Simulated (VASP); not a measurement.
# SnO2 (P4_2/nmc) in VASP: notebook

SnO2 is run at these levels: PBE; tasks: single point, relaxation of cell and atoms.

Everything below comes from runs of VASP 6.6.1. Logs are shortened: lines on timing, memory, paths and dates and some standing lists are left out, and cuts for length are marked.

**1. The cell of the first run**

It takes space group P4_2/nmc (No. 137, tetragonal). Conventional cell: a = 3.593 Å, b = 3.593 Å, c = 5.531 Å, α = 90.00°, β = 90.00°, γ = 90.00°. Sn (site symmetry -4m2) has 8 O at 2.05 to 2.53 Å within 2.7 Å. Within 2.7 Å of O (site symmetry 2mm) lie 4 Sn at 2.05 to 2.53 Å and 4 O at 2.67 Å.

**2. Single point, PBE**

File INCAR:

```
  PREC = Accurate
  ENCUT = 520
  EDIFF = 1E-7
  ISMEAR = 0
  SIGMA = 0.02
  LREAL = F
  LASPH = T
  NELM = 60
  ALGO = Normal
  ISIF = 2
  LWAVE = F
  LCHARG = T
  GGA = PE
  LELF = T
  LVHAR = T
  NBANDS = 35
```

File KPOINTS:

```
Automatic mesh
0
Gamma
  8 8 6
```

File POSCAR:

```
SnO2
1.0
    3.5933219710      0.0000000000      0.0000000000
    0.0000000000      3.5933219710      0.0000000000
    0.0000000000      0.0000000000      5.5312742580
Sn O
2 4
Direct
    0.0000000000      0.0000000000      0.0000000000
    0.5000000000      0.5000000000      0.5000000000
    0.0000000000      0.5000000000      0.3230694067
    0.0000000000      0.5000000000      0.8230694067
    0.5000000000      0.0000000000      0.6769305933
    0.5000000000      0.0000000000      0.1769305933
```

Potentials or basis: VASP PAW PBE potentials, release 64 (Sn_d, O).

Launch:

```sh
> cat potpaw_PBE.64/Sn_d/POTCAR potpaw_PBE.64/O/POTCAR > POTCAR
> mpirun -np 1 vasp_std > vasp.out
```

OUTCAR:

```text
PREC = Accurate
   ENCUT = 520
   EDIFF = 1E-7
   ISMEAR = 0
   LREAL = F
   LASPH = T
   NELM = 60
   ISIF = 2
   GGA = PE

 ion  position               nearest neighbor table
   1  0.000  0.000  0.000-   4 2.05   6 2.05   4 2.05   6 2.05   3 2.53   5 2.53   5 2.53   3 2.53
                             2 3.76   2 3.76   2 3.76   2 3.76   2 3.76   2 3.76   2 3.76   2 3.76
   2  0.500  0.500  0.500-   3 2.05   5 2.05   5 2.05   3 2.05   4 2.53   6 2.53   6 2.53   4 2.53
                             1 3.76   1 3.76   1 3.76   1 3.76   1 3.76   1 3.76   1 3.76   1 3.76
   3  0.000  0.500  0.323-   2 2.05   2 2.05   1 2.53   1 2.53
   4  0.000  0.500  0.823-   1 2.05   1 2.05   2 2.53   2 2.53
   5  0.500  0.000  0.677-   2 2.05   2 2.05   1 2.53   1 2.53
   6  0.500  0.000  0.177-   1 2.05   1 2.05   2 2.53   2 2.53

  LATTYP: Found a simple tetragonal cell.
 ALAT       =     3.5933219710
 C/A-ratio  =     1.5393205236

  Lattice vectors:

 A1 = (   3.5933219710,   0.0000000000,   0.0000000000)
 A2 = (   0.0000000000,   3.5933219710,   0.0000000000)
 A3 = (   0.0000000000,   0.0000000000,   5.5312742580)

Analysis of symmetry for initial positions (statically):
=====================================================================
 Subroutine PRICEL returns:
 Original cell was already a primitive cell.

 Routine SETGRP: Setting up the symmetry group for a
 simple tetragonal supercell.

 Subroutine GETGRP returns: Found 16 space group operations
 (whereof  8 operations were pure point group operations)
 out of a pool of 16 trial point group operations.

The static configuration has the point symmetry D_2d.
 The point group associated with its full space group is D_4h.

Analysis of symmetry for dynamics (positions and initial velocities):
=====================================================================
 Subroutine PRICEL returns:
 Original cell was already a primitive cell.

 Routine SETGRP: Setting up the symmetry group for a
 simple tetragonal supercell.

 Subroutine GETGRP returns: Found 16 space group operations
 (whereof  8 operations were pure point group operations)
 out of a pool of 16 trial point group operations.

The dynamic configuration has the point symmetry D_2d.
 The point group associated with its full space group is D_4h.

 Subroutine INISYM returns: Found 16 space group operations
 (whereof  8 operations are pure point group operations),
 and found     1 'primitive' translations

----------------------------------------------------------------------------------------

                                     Primitive cell

  volume of cell :      71.4196

  direct lattice vectors                    reciprocal lattice vectors
     3.593321971  0.000000000  0.000000000     0.278294015  0.000000000  0.000000000
     0.000000000  3.593321971  0.000000000     0.000000000  0.278294015  0.000000000
     0.000000000  0.000000000  5.531274258     0.000000000  0.000000000  0.180790168

  length of vectors
     3.593321971  3.593321971  5.531274258     0.278294015  0.278294015  0.180790168

  position of ions in fractional coordinates (direct lattice)
     0.000000000  0.000000000  0.000000000
     0.500000000  0.500000000  0.500000000
     0.000000000  0.500000000  0.323069407
     0.000000000  0.500000000  0.823069407
     0.500000000  0.000000000  0.676930593
     0.500000000  0.000000000  0.176930593

  ion indices of the primitive-cell ions
   primitive index   ion index
                 1           1
                 2           2
                 3           3
                 4           4
                 5           5
                 6           6

----------------------------------------------------------------------------------------

 KPOINTS: Automatic mesh

Automatic generation of k-mesh.
 Grid dimensions read from file:
 generate k-points for:    8    8    6

 Generating k-lattice:

  Cartesian coordinates                     Fractional coordinates (reciprocal lattice)
     0.034786752  0.000000000  0.000000000     0.125000000  0.000000000  0.000000000
     0.000000000  0.034786752  0.000000000     0.000000000  0.125000000  0.000000000
     0.000000000  0.000000000  0.030131695     0.000000000  0.000000000  0.166666667

  Length of vectors
     0.034786752  0.034786752  0.030131695

  Shift w.r.t. Gamma in fractional coordinates (k-lattice)
     0.000000000  0.000000000  0.000000000

 Subroutine IBZKPT returns following result:
 ===========================================

 Found     60 irreducible k-points:

 Following reciprocal coordinates:
            Coordinates               Weight
  0.000000  0.000000  0.000000      1.000000
  0.125000  0.000000  0.000000      4.000000
  0.250000  0.000000  0.000000      4.000000
  0.375000  0.000000  0.000000      4.000000
  0.500000  0.000000  0.000000      2.000000
  0.125000  0.125000  0.000000      4.000000
[... 16 lines left out ...]
  0.375000  0.125000  0.166667     16.000000
  0.500000  0.125000  0.166667      8.000000
 [... further k-points ...]
   k-points           NKPTS =     60   k-points in BZ     NKDIM =     60   number of bands    NBANDS=     35
   number of dos      NEDOS =    301   number of ions     NIONS =      6
   total plane-waves  NPLWV =  32928
   dimension x,y,z NGX =    28 NGY =   28 NGZ =   42
   dimension x,y,z NGXF=    56 NGYF=   56 NGZF=   84
   ions per type =               2   4
   NGX,Y,Z   is equivalent  to a cutoff of  12.95, 12.95, 12.62 a.u.
   NGXF,Y,Z  is equivalent  to a cutoff of  25.91, 25.91, 25.25 a.u.
 SYSTEM =  unknown system
   PREC   = accura    normal or accurate (medium, high low for compatibility)
   ISTART =      0    job   : 0-new  1-cont  2-samecut
   ICHARG =      2    charge: 1-file 2-atom 10-const
   ISPIN  =      1    spin polarized calculation?
   LNONCOLLINEAR =      F non collinear calculations
   LSORBIT =      F    spin-orbit coupling
   LASPH  =      T    aspherical Exc in radial PAW
   ENCUT  =  520.0 eV  38.22 Ry    6.18 a.u.   6.68  6.68 10.28*2*pi/ulx,y,z
   NELM   =     60;   NELMIN=  2; NELMDL= -5     # of ELM steps
   EDIFF  = 0.1E-06   stopping-criterion for ELM
   LREAL  =      F    real-space projection
   EDIFFG = 0.1E-05   stopping-criterion for IOM
   NSW    =      0    number of steps for IOM
   IBRION =     -1    ionic relax: 0-MD 1-quasi-New 2-CG
   NFREE  =      0    steps in history (QN), initial steepest desc. (CG)
   ISIF   =      2    stress and relaxation
   ISYM   =      2    0-nonsym 1-usesym 2-fastsym
   POTIM  = 0.5000    time-step for ionic-motion
   TEBEG  =    0.0;   TEEND  =   0.0 temperature during run
   PSTRESS=    0.0 pullay stress
   NELECT =      52.0000    total number of electrons
   NUPDOWN=      -1.0000    fix difference up-down
   EMIN   =  10.00;   EMAX   =-10.00  energy-range for DOS
   EFERMI =   0.00;   METHOD = LEGACY
   ISMEAR =     0;   SIGMA  =   0.02  broadening in eV -4-tet -1-fermi 0-gaus
   EFERMI_NEDOS =   21; number of points for ismear=-14 and -15
   IALGO  =     38    algorithm
   IMIX   =      4    mixing-type and parameters
     AMIX     =   0.40;   BMIX     =  1.00
     AMIX_MAG =   1.60;   BMIX_MAG =  1.00
  volume/ion in A,a.u.               =      11.90        80.33
  Fermi-wavevector in a.u.,A,eV,Ry     =   1.472776  2.783144 29.511990  2.169070
  Thomas-Fermi vector in A             =   2.587750
   LORBIT       =      0    0 simple, 1 ext, 2 COOP (PROOUT), +10 PAW based schemes
   GGA     = PE    functional components
   LHFCALC =     F    Hartree Fock is set to
   AEXX    =    0.0000 exact exchange contribution
   IVDW    =     0    specifies the selected vdW correction
   LEPSILON=     F    determine dielectric tensor
   LRPA    =     F    only Hartree local field effects (RPA)
 non-spin polarized calculation
 Gauss-broadening in eV      SIGMA  =   0.02
  energy-cutoff  :      520.00
  volume of cell :       71.42
 maximum number of plane-waves:      1941
 NGX is ok and might be reduce to    28

 number of electron      52.0000007 magnetization

 Free energy of the ion-electron system (eV)
  ---------------------------------------------------
  ext. energy  EPLUGINS =         0.00000000
  ---------------------------------------------------
  free energy    TOTEN  =       -36.36763476 eV

  energy without entropy =      -36.36763476  energy(sigma->0) =      -36.36763476

 E-fermi :   6.2493     XC(G=0): -11.4044

 val. band max:        6.1086769692   @ k =   0.5000   0.5000   0.0000
 cond. band min:       6.8762160616   @ k =   0.0000   0.0000   0.0000
 fundamental gap:      0.7675390924
 Fermi energy:         6.2493340528

 k-point     1 :       0.0000    0.0000    0.0000
  band No.  band energies     occupation
      1     -14.5183      2.00000
      2     -14.3070      2.00000
      3     -13.9353      2.00000
      4     -13.9119      2.00000
      5     -13.9119      2.00000
      6     -13.8607      2.00000
[... 27 lines left out ...]
     34      18.6553      0.00000
     35      18.6554      0.00000

 k-point     2 :       0.1250    0.0000    0.0000
  band No.  band energies     occupation
      1     -14.4854      2.00000
      2     -14.2998      2.00000
      3     -13.9910      2.00000
      4     -13.9075      2.00000
      5     -13.8825      2.00000
      6     -13.8786      2.00000
[... 27 lines left out ...]
     34      17.8733      0.00000
     35      18.5148      0.00000

 k-point     3 :       0.2500    0.0000    0.0000
  band No.  band energies     occupation
      1     -14.3986      2.00000
      2     -14.2869      2.00000
      3     -14.0811      2.00000
      4     -13.9609      2.00000
      5     -13.8952      2.00000
      6     -13.8419      2.00000
[... 27 lines left out ...]
     34      17.1609      0.00000
     35      18.0598      0.00000
[... 723 lines left out ...]
 k-point    23 :       0.3750    0.1250    0.1667
  band No.  band energies     occupation
      1     -14.3136      2.00000
      2     -14.2265      2.00000
      3     -14.1999      2.00000
      4     -14.0336      2.00000
      5     -13.8694      2.00000
      6     -13.8477      2.00000
[... 27 lines left out ...]
     34      17.4327      0.00000
     35      17.8270      0.00000

 k-point    24 :       0.5000    0.1250    0.1667
  band No.  band energies     occupation
      1     -14.2753      2.00000
      2     -14.2753      2.00000
      3     -14.1229      2.00000
      4     -14.1229      2.00000
      5     -13.8565      2.00000
      6     -13.8565      2.00000
[... 27 lines left out ...]
     34      17.1556      0.00000
     35      18.5737      0.00000

 [... further k-points ...]

------------------------ aborting loop because EDIFF is reached ----------------------------------------

  FORCE on cell =-STRESS in cart. coord.  units (eV):
  Direction    XX          YY          ZZ          XY          YZ          ZX
  --------------------------------------------------------------------------------------
  -------------------------------------------------------------------------------------
  Total        0.2468565      0.2468565      0.0954639      0.0000000      0.0000000     -0.0000000
  in kB        5.5378050      5.5378050      2.1415705      0.0000000      0.0000000     -0.0000000
  external PRESSURE =       4.4057268 kB  Pullay stress =       0.0000000 kB

 VOLUME and BASIS-vectors are now :
 -----------------------------------------------------------------------------
  energy-cutoff  :      520.00
  volume of cell :       71.42
      direct lattice vectors                 reciprocal lattice vectors
     3.593321971  0.000000000  0.000000000     0.278294015  0.000000000  0.000000000
     0.000000000  3.593321971  0.000000000     0.000000000  0.278294015  0.000000000
     0.000000000  0.000000000  5.531274258     0.000000000  0.000000000  0.180790168

 POSITION                                       TOTAL-FORCE (eV/Angst)
 -----------------------------------------------------------------------------------
      0.00000      0.00000      0.00000         0.000000      0.000000     -0.000000
      1.79666      1.79666      2.76564        -0.000000      0.000000     -0.000000
      0.00000      1.79666      1.78699         0.000000      0.000000     -0.042303
      0.00000      1.79666      4.55262         0.000000     -0.000000     -0.042303
      1.79666      0.00000      3.74429        -0.000000      0.000000      0.042303
      1.79666      0.00000      0.97865         0.000000      0.000000      0.042303
 -----------------------------------------------------------------------------------
    total drift:                                0.000000      0.000000      0.000000

  FREE ENERGIE OF THE ION-ELECTRON SYSTEM (eV)
  ---------------------------------------------------
  free  energy   TOTEN  =       -36.3676347643 eV

  energy  without entropy=      -36.3676347643  energy(sigma->0) =      -36.36763476
```

Run time: 60 s. Hardware: 1 thread of Intel Xeon 6975P-C (Granite Rapids), shared host; peak memory 0.24 GiB.

Results:

| Item | Value |
| --- | --- |
| Free energy | -36.3676 eV |
| Pressure | 0.4 GPa |
| Largest force | 0.042 eV/Å |
| Band gap on the k mesh | 0.77 eV, indirect (least direct gap 0.81 eV) |

Forces in eV/Å, atoms in the order of the input:
```
Sn   0.000  0.000  0.000
Sn   0.000  0.000  0.000
O    0.000  0.000 -0.042
O    0.000  0.000 -0.042
O    0.000  0.000  0.042
O    0.000  0.000  0.042
```

Levels at points of the mesh, in eV from the valence-band top:
```csv
k point,band 22,band 23,band 24,band 25,band 26,band 27,band 28,band 29,band 30,band 31
"(0.00, 0.00, 0.00)",-1.79,-0.92,-0.41,-0.05,-0.05,0.77,3.99,7.21,7.47,9.52
"(0.50, 0.00, 0.00)",-1.43,-1.04,-1.04,-0.50,-0.50,4.29,4.29,7.65,7.65,10.42
"(0.50, 0.50, 0.00)",-1.15,-0.42,-0.42,0.00,0.00,5.51,5.51,7.21,7.21,10.92
"(0.00, 0.00, 0.50)",-1.52,-1.09,-1.09,0.00,0.00,3.27,3.27,6.52,6.52,10.72
"(0.50, 0.00, 0.50)",-1.67,-1.18,-1.18,-1.17,-1.17,4.53,4.53,8.37,8.37,10.07
"(0.50, 0.50, 0.50)",-2.48,-0.40,-0.40,-0.38,-0.38,5.80,5.80,9.46,9.46,9.46
```

Caveat: spin-orbit coupling is left out, which moves the levels of the heavy elements.

**3. Relaxation of cell and atoms, PBE**

File INCAR:

```
SYSTEM = SnO2
  PREC = Accurate
  ENCUT = 600
  EDIFF = 1E-6
  ISMEAR = 0
  SIGMA = 0.02
  LREAL = .FALSE.
  LASPH = .TRUE.
  NELM = 60
  ALGO = Normal
  ISIF = 3
  LWAVE = .FALSE.
  LCHARG = .FALSE.
  GGA = PE
  IBRION = 2
  NSW = 80
  EDIFFG = -0.01
```

File KPOINTS:

```
Automatic mesh
0
G
  8 8 6
  0 0 0
```

POSCAR is that of step 2.

Potentials or basis: VASP PAW PBE potentials, release 64 (Sn_d, O).

Launch:

```sh
> cat potpaw_PBE.64/Sn_d/POTCAR potpaw_PBE.64/O/POTCAR > POTCAR
> mpirun -np 1 vasp_std > vasp.out
```

Run time: 4.4 min. Hardware: 1 thread of Intel Xeon 6975P-C (Granite Rapids), shared host; peak memory 0.29 GiB.

It converged, with:

* Free energy: -36.3768 eV
* Relaxed volume: 11.89 Å³/atom
* Relaxed cell: a = 3.597 Å, b = 3.597 Å, c = 5.515 Å, α = 90.00°, β = 90.00°, γ = 90.00°
* Space group after relaxing (to 0.05 Å): P4_2/nmc (No. 137)
* Energy gained by relaxing: 0.1 meV/atom
* Ionic steps: 8
* Pressure after relaxing: 0.0 GPa
* Largest force after relaxing: 0.004 eV/Å
* Band gap on the k mesh: 0.74 eV, indirect (least direct gap 0.80 eV)

Forces on the atoms (eV/Å):
```
Sn   0.000  0.000  0.000
Sn   0.000  0.000  0.000
O    0.000  0.000 -0.004
O    0.000  0.000 -0.004
O    0.000  0.000  0.004
O    0.000  0.000  0.004
```

The path:
```csv
step,energy change (eV),largest force (eV/Å),pressure (GPa),volume (Å³)
1,0.0000,0.0408,0.28,71.42
2,-0.0002,0.0157,-0.39,71.64
3,-0.0003,0.0243,-0.12,71.56
4,-0.0003,0.0232,-0.23,71.57
5,-0.0005,0.0145,-0.20,71.52
6,-0.0007,0.0010,-0.18,71.41
7,-0.0007,0.0113,0.31,71.23
8,-0.0008,0.0043,0.00,71.34
```

Final structure:
```
Sn O
1.0
     3.59665    0.00000    0.00000
     0.00000    3.59665    0.00000
     0.00000    0.00000    5.51518
Sn O
2 4
Direct
  0.00000 0.00000 0.00000
  0.50000 0.50000 0.50000
  0.00000 0.50000 0.32172
  0.00000 0.50000 0.82172
  0.50000 0.00000 0.67828
  0.50000 0.00000 0.17828
```

Levels at points of the mesh, in eV from the valence-band top:
```tsv
k point	band 24	band 25	band 26	band 27	band 28	band 29
(0.00, 0.00, 0.00)	-0.43	-0.05	-0.05	0.74	3.96	7.22
(0.50, 0.00, 0.00)	-1.06	-0.49	-0.49	4.28	4.28	7.65
(0.50, 0.50, 0.00)	-0.40	0.00	0.00	5.44	5.44	7.21
(0.00, 0.00, 0.50)	-1.08	-0.01	-0.01	3.25	3.25	6.50
(0.50, 0.00, 0.50)	-1.20	-1.19	-1.19	4.53	4.53	8.35
(0.50, 0.50, 0.50)	-0.39	-0.37	-0.37	5.74	5.74	9.47
```

Caveat: spin-orbit coupling is left out, which moves the levels of the heavy elements.

**4. Single point, PBE**

This run uses another cell than the first one: it holds 12 atoms, not 6.

File INCAR:

```
PREC = Accurate
ENCUT = 520
EDIFF = 1E-7
ISMEAR = 0
SIGMA = 0.02
LREAL = False
LASPH = True
NELM = 100
ALGO = Normal
ISIF = 2
LWAVE = False
LCHARG = False
GGA = PE
NBANDS = 64
```

File KPOINTS:

```
regular mesh
0
Gamma
  6 6 6
```

File POSCAR:

```
SnO2
1.0
    3.5933219710     -3.5933219710      0.0000000000
    3.5933219710      3.5933219710      0.0000000000
    0.0000000000      0.0000000000      5.5312742580
Sn O
4 8
Direct
    0.5000000000      0.5000000000      0.0000000000
    0.0000000000      0.0000000000      0.0000000000
    0.0000000000      0.5000000000      0.5000000000
    0.5000000000      0.0000000000      0.5000000000
    0.2500000000      0.7500000000      0.3230694067
    0.7500000000      0.2500000000      0.3230694067
    0.7500000000      0.2500000000      0.8230694067
    0.2500000000      0.7500000000      0.8230694067
    0.7500000000      0.7500000000      0.6769305933
    0.2500000000      0.2500000000      0.6769305933
    0.2500000000      0.2500000000      0.1769305933
    0.7500000000      0.7500000000      0.1769305933
```

Launch:

```sh
> cat potpaw_PBE.64/Sn_d/POTCAR potpaw_PBE.64/O/POTCAR > POTCAR
> mpirun -np 1 vasp_std > vasp.out
```

Wall time 5.9 min (1 thread of Oxide Virtual Turin-like, shared host); peak memory 0.37 GiB.

The run converged. Its results:

```yaml
Free_energy: -72.7351 eV
Pressure: 0.4 GPa
Largest_force: 0.042 eV/Å
Band_gap_on_the_k_mesh: 0.77 eV
```

Forces in eV/Å, atoms in the order of the input:
```
Sn   0.000  0.000  0.000
Sn   0.000  0.000  0.000
Sn   0.000  0.000  0.000
Sn   0.000  0.000  0.000
O    0.000  0.000 -0.042
O    0.000  0.000 -0.042
O    0.000  0.000 -0.042
O    0.000  0.000 -0.042
O    0.000  0.000  0.042
O    0.000  0.000  0.042
O    0.000  0.000  0.042
O    0.000  0.000  0.042
```

Stress tensor (GPa, compression positive):
```
0.55 0.00 0.00
0.00 0.55 0.00
0.00 0.00 0.21
```

Levels at points of the mesh, in eV from the valence-band top:
```csv
k point,band 50,band 51,band 52,band 53,band 54,band 55
"(0.00, 0.00, 0.00)",-0.05,0.00,0.00,0.77,3.99,5.51
"(0.50, 0.00, 0.00)",-0.34,-0.21,-0.21,3.66,3.66,4.94
"(0.50, 0.50, 0.00)",-0.50,-0.50,-0.50,4.29,4.29,4.29
"(0.00, 0.00, 0.50)",-0.38,0.00,0.00,3.27,3.27,5.80
"(0.50, 0.00, 0.50)",-0.33,-0.33,-0.33,4.68,4.68,4.68
"(0.50, 0.50, 0.50)",-1.17,-1.17,-1.17,4.53,4.53,4.53
```

Caveat: spin-orbit coupling is left out, which moves the levels of the heavy elements.

**5. The runs side by side**

```csv
task,cell,k mesh,cutoff (eV),gap on the mesh (eV),pressure (GPa),largest force (eV/Å)
single point,"a = 3.593, b = 3.593, c = 5.531 Å, 6 atoms",8 × 8 × 6,520,0.77,0.4,0.04
relaxation of cell and atoms,"relaxed from a = 3.593, b = 3.593, c = 5.531 Å, 6 atoms",8 × 8 × 6,600,0.74,0.0,-
single point,"a = 5.082, b = 5.082, c = 5.531 Å, 12 atoms",6 × 6 × 6,520,0.77,0.4,0.04
```

Alike in all rows: level PBE; potentials or basis VASP PAW PBE potentials, release 64 (Sn_d, O); no spin polarisation; smearing gaussian 0.02 eV.

Caveats: spin-orbit coupling is left out, which moves the levels of the heavy elements.

Absolute energies hang on the potentials; compare differences alone.
